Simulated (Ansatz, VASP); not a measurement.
# One calculation of InSb, two programs

```
CELL_PARAMETERS angstrom
0.00000 3.19532 3.19532
3.19532 0.00000 3.19532
3.19532 3.19532 0.00000
ATOMIC_POSITIONS crystal
In 0.00000 0.00000 0.00000
Sb 0.75000 0.75000 0.75000
```

Change from the starting cell: volume scaled by 0.96.

Alike in both runs: task single point; functional PBE; k mesh 10 × 10 × 10; occupations fermi-dirac, width 0.03 eV; no spin polarisation.

|  | VASP | Ansatz |
| --- | --- | --- |
| version | VASP 6.6.1 | Ansatz 0.2.0 |
| potentials or method | VASP PAW PBE potentials, release 64 (In_d, Sb), cutoff 520 eV | all-electron LAPW, scalar-relativistic |

```tsv
	VASP	Ansatz	Ansatz less VASP
pressure (GPa)	5.4	5.4	+0.03
```

Ansatz ran all-electron here, and VASP with PAW potentials.

Spin-orbit coupling is off throughout.
